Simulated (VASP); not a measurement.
A run of VASP 6.6.1 is set up as follows.

File INCAR:

```
PREC = Accurate
ENCUT = 520
EDIFF = 1E-7
ISMEAR = -1
SIGMA = 0.08
LREAL = False
LASPH = True
NELM = 80
ALGO = Normal
ISIF = 2
LWAVE = False
LCHARG = False
GGA = PE
NBANDS = 11
```

KPOINTS

```
Automatic mesh
0
Gamma
  15 15 15
```

The input POSCAR:

```
BAs
1.0
    0.0000000000      2.4046586295      2.4046586295
    2.4046586295      0.0000000000      2.4046586295
    2.4046586295      2.4046586295      0.0000000000
B As
1 1
Direct
    0.0000000000      0.0000000000      0.0000000000
    0.2500000000      0.2500000000      0.2500000000
```

Potentials or basis: VASP PAW PBE potentials, release 64 (B, As).

Launch:

```console
$ cat potpaw_PBE.64/B/POTCAR potpaw_PBE.64/As/POTCAR > POTCAR
$ mpirun -np 1 vasp_std > vasp.out
```

Task: What does it give for the band gap on the k mesh?

Result: 1.20 eV, indirect (least direct gap 3.25 eV).

Task: What does it give for the pressure?

Result: 0.6 GPa.

A k mesh can miss the band edges. PBE gaps usually lie below the measured ones, often by a third to a half.
